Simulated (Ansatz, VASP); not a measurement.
VO2: VASP beside Ansatz

The input INCAR:

```
PREC     = Accurate       # precision mode
ENCUT    = 600            # plane-wave cutoff, eV
EDIFF    = 1E-6           # SCF threshold, eV
ISMEAR   = -1             # smearing method
SIGMA    = 0.05           # smearing width, eV
LREAL    = F              # projectors in reciprocal space
LASPH    = T              # aspherical terms in the spheres
NELM     = 200            # most SCF steps
ALGO     = Normal         # electronic algorithm
ISIF     = 2              # what is computed and relaxed
LWAVE    = F              # write WAVECAR
LCHARG   = F              # write CHGCAR
ISPIN    = 2              # spin polarisation
MAGMOM   = 2 2 0 0 0 0    # initial moments
LORBIT   = 11             # projections on sites
LMAXMIX  = 4              # l up to which the mixer works
GGA      = PS             # functional
NBANDS   = 38             # bands
GGA_COMPAT= F
```

The input KPOINTS:

```
regular mesh
0
Gamma
  6 6 9
```

Contents of POSCAR:

```
VO2
1.0
    4.5665141372      0.0000000000      0.0000000000
    0.0000000000      4.5665141372      0.0000000000
    0.0000000000      0.0000000000      3.0845131470
V O
2 4
Direct
    0.5000000000      0.5000000000      0.5000000000
    0.0000000000      0.0000000000      0.0000000000
    0.2003580000      0.7996420000      0.5000000000
    0.7996420000      0.2003580000      0.5000000000
    0.7003580000      0.7003580000      0.0000000000
    0.2996420000      0.2996420000      0.0000000000
```

The input input.yaml:

```yaml
crystal:
  lattice:
    - [4.5665141372, 0.0, 0.0]
    - [0.0, 4.5665141372, 0.0]
    - [0.0, 0.0, 3.084513147]
  atoms:
    - { symbol: V, position: [0.5, 0.5, 0.5], spin: 2.0 }
    - { symbol: V, position: [0.0, 0.0, 0.0], spin: 2.0 }
    - { symbol: O, position: [0.200358, 0.799642, 0.5] }
    - { symbol: O, position: [0.799642, 0.200358, 0.5] }
    - { symbol: O, position: [0.700358, 0.700358, 0.0] }
    - { symbol: O, position: [0.299642, 0.299642, 0.0] }
hamiltonian:
  xc: pbesol
  pseudopotentials: { kind: paw }
magnetization:
  spin_polarized: true
kpoints:
  mp_grid: { grid: [6, 6, 9] }
scf:
  occupations: { method: fermi_dirac, width: 0.05 }
output:
  forces: true
  stress: true
  eigenvalues: true
```

Alike in both runs: task single point; functional PBEsol; k mesh 6 × 6 × 9; occupations fermi-dirac, width 0.05 eV; collinear spin.

|  | VASP | Ansatz |
| --- | --- | --- |
| version | VASP 6.6.1 | Ansatz 0.2.0 |
| potentials or method | VASP PAW PBE potentials, release 64 (V_sv, O) | Ansatz PAW |
| plane-wave cutoff (eV) | 600 | 420 |
| valence electrons in the cell | 50 | 50 |

VASP gave:

* gap on the k mesh at the Fermi level (eV): none
* pressure (GPa): -22.9
* traceless stress, the component that is largest in VASP (GPa): -11.93
* rms of the force components (eV/Å): 0.138
* net moment per atom (μB): 0.33
* size of the moment on the site where the two differ most (μB): 1.09

What did Ansatz give for the same quantities?

gap on the k mesh at the Fermi level (eV): none; pressure (GPa): -23.1; traceless stress, the component that is largest in VASP (GPa): -12.06; rms of the force components (eV/Å): 0.138; net moment per atom (μB): 0.33; size of the moment on the site where the two differ most (μB): 0.88.

VASP's potentials were made for PBE, not for PBEsol. Site moments also hang on the region over which each program counts them. Atom by atom the forces differ by 0.001 eV/Å (rms over components). A gap of «none» marks a metal or a gap that the smearing closes.
